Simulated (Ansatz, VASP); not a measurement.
One calculation of TaS2, two programs

The input INCAR:

```
ALGO     = Normal         # electronic algorithm
EDIFF    = 1E-8           # SCF threshold, eV
ENCUT    = 400            # plane-wave cutoff, eV
GGA_COMPAT= False        
ISIF     = 2              # what is computed and relaxed
ISMEAR   = -1             # smearing method
LASPH    = True           # aspherical terms in the spheres
LCHARG   = False          # write CHGCAR
LEFG     = True         
LREAL    = False          # projectors in reciprocal space
LWAVE    = False          # write WAVECAR
NBANDS   = 18             # bands
NELM     = 120            # most SCF steps
PREC     = Accurate       # precision mode
SIGMA    = 0.03           # smearing width, eV
```

The input KPOINTS:

```
k-points
0
Gamma
  9 9 5
```

Contents of POSCAR:

```
TaS2
1.0
    3.3500021206      0.0000000000      0.0000000000
   -1.6750010603      2.9011869392      0.0000000000
    0.0000000000      0.0000000000      5.7428000000
Ta S
1 2
Direct
    0.0000000000      0.0000000000      0.0000000000
    0.3333333333      0.6666666667      0.2500000000
    0.6666666667      0.3333333333      0.7500000000
```

Input for Ansatz:

```yaml
crystal:
  lattice:
    - [3.3500021206, 0.0, 0.0]
    - [-1.6750010603, 2.9011869392, 0.0]
    - [0.0, 0.0, 5.7428]
  atoms:
    - { symbol: Ta, position: [0.0, 0.0, 0.0] }
    - { symbol: S, position: [0.3333333333, 0.6666666667, 0.25] }
    - { symbol: S, position: [0.6666666667, 0.3333333333, 0.75] }
kpoints:
  mp_grid: { grid: [9, 9, 5] }
scf:
  occupations: { method: fermi_dirac, width: 0.03 }
hamiltonian:
  xc: lda
  pseudopotentials: { kind: all_electron, datasets: crystal }
output:
  forces: true
  stress: true
  eigenvalues: true
  efg: { contact_densities: true }
```

Change from the starting cell: zz strain of -2 %, crystal datasets.

Alike in both runs: task electric field gradients; functional LDA; k mesh 9 × 9 × 5; occupations fermi-dirac, width 0.03 eV; no spin polarisation.

|  | VASP | Ansatz |
| --- | --- | --- |
| version | VASP 6.6.1 | Ansatz 0.2.0 |
| potentials or method | VASP PAW LDA potentials, release 64 (Ta_pv, S), cutoff 400 eV | all-electron PAW with datasets made for the crystal, scalar-relativistic |

Ansatz gave:

- pressure (GPa): 4.4
- traceless stress, the component that is largest in VASP (GPa): 4.62
- rms of the force components (eV/Å): 0.588
- size of Vzz on the site where it differs most (V/Å²): 178.8

**Question.** What did VASP give for the same quantities?

**Answer.** Pressure (GPa): 4.8; traceless stress, the component that is largest in VASP (GPa): 4.65; rms of the force components (eV/Å): 0.617; size of Vzz on the site where it differs most (V/Å²): 147.1.

LDA's correlation is that of Perdew and Zunger in VASP and of Perdew and Wang (1992) in Ansatz. Atom by atom the forces differ by 0.029 eV/Å (rms over components). Ansatz ran all-electron here, and VASP with PAW potentials.

Spin-orbit coupling is off throughout.
